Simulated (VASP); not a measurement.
## Nb2MoN3: single point with PBE

Nb2MoN3:

```
Nb Mo N
1.0
     3.42685    0.00000    0.00000
    -1.71343    2.96774    0.00000
     0.00000    0.00000    7.14562
Nb Mo N
2 1 3
Direct
  0.33333 0.66667 0.32739
  0.33333 0.66667 0.67261
  0.66667 0.33333 0.00000
  0.66667 0.33333 0.50000
  0.00000 0.00000 0.00000
  0.00000 0.00000 0.50000
```

The cell was built from a structure type or drawn by symmetry, and may not be a known phase.

```json
{
  "Program": "VASP 6.6.1",
  "Task": "single point",
  "Functional": "PBE",
  "Potentials or basis": "VASP PAW PBE potentials, release 64 (Nb_sv, Mo_sv, N)",
  "Cutoff": "600 eV",
  "k mesh": "4 × 4 × 2",
  "Occupations": "gaussian, width 0.15 eV",
  "Spin": "collinear spin",
  "Starting moments": "[0.0, 0.0, 1.0, 0.0, 0.0, 0.0] μB",
  "Dipole correction": "no",
  "Further INCAR settings": "ALGO = Normal; EDIFF = 1e-06; NBANDS = 40"
}
```

| Quantity | Value |
| --- | --- |
| Pressure | -0.6 GPa |
| Net moment | -0.01 μB per cell |
| Valence electrons inside the program's atomic spheres | Nb 10.62; Mo 12.65; N 3.59, 3.67 (each value once) |

Levels at points of the mesh, in eV from the Fermi level:
Spin up:
| k point | band 25 | band 26 | band 27 | band 28 | band 29 | band 30 | band 31 | band 32 |
| --- | --- | --- | --- | --- | --- | --- | --- | --- |
| (0.00, 0.00, 0.00) | -2.26 | -1.12 | -1.12 | -1.09 | 0.72 | 0.72 | 2.30 | 2.30 |
| (0.50, 0.00, 0.00) | -1.06 | -0.57 | -0.43 | -0.04 | 0.81 | 0.96 | 1.20 | 1.68 |
| (0.00, 0.00, 0.50) | -1.59 | -0.96 | -0.40 | -0.40 | -0.12 | -0.12 | 1.24 | 2.18 |
| (0.50, 0.00, 0.50) | -1.08 | -0.98 | -0.63 | -0.53 | 0.61 | 1.00 | 1.73 | 2.06 |
Spin down:
| k point | band 26 | band 27 | band 28 | band 29 | band 30 | band 31 |
| --- | --- | --- | --- | --- | --- | --- |
| (0.00, 0.00, 0.00) | -1.12 | -1.12 | -1.09 | 0.72 | 0.72 | 2.30 |
| (0.50, 0.00, 0.00) | -0.57 | -0.43 | -0.05 | 0.81 | 0.96 | 1.20 |
| (0.00, 0.00, 0.50) | -0.96 | -0.40 | -0.40 | -0.12 | -0.12 | 1.24 |
| (0.50, 0.00, 0.50) | -0.98 | -0.63 | -0.53 | 0.61 | 1.00 | 1.73 |

It took 2.8 min on 1 thread of Intel Xeon 8259CL, on a shared host, peak memory 0.26 GiB.

Caveat: the k points lie up to 0.53 Å⁻¹ apart.
